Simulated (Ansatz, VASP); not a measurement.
**One calculation of Ni, two programs**

```
Ni
1.0
     0.00000    1.75725    1.75725
     1.75725    0.00000    1.75725
     1.75725    1.75725    0.00000
Ni
1
Direct
  0.00000 0.00000 0.00000
```

Alike in both runs: task single point; functional PBE; k mesh 15 × 15 × 15; occupations fermi-dirac, width 0.6 eV; no spin polarisation.

|  | VASP | Ansatz |
| --- | --- | --- |
| version | VASP 6.6.1 | Ansatz 0.2.0 |
| potentials or method | VASP PAW PBE potentials, release 64 (Ni), cutoff 520 eV | plane waves (420 eV) with PAW, scalar-relativistic |
| valence electrons in the cell | 10 | 18 |

|  | VASP | Ansatz | Ansatz less VASP |
| --- | --- | --- | --- |
| pressure (GPa) | 9.7 | 9.8 | +0.07 |

VASP's potentials hold 10 valence electrons a cell and Ansatz's 18, so a difference there can come from the potentials and not from the codes.
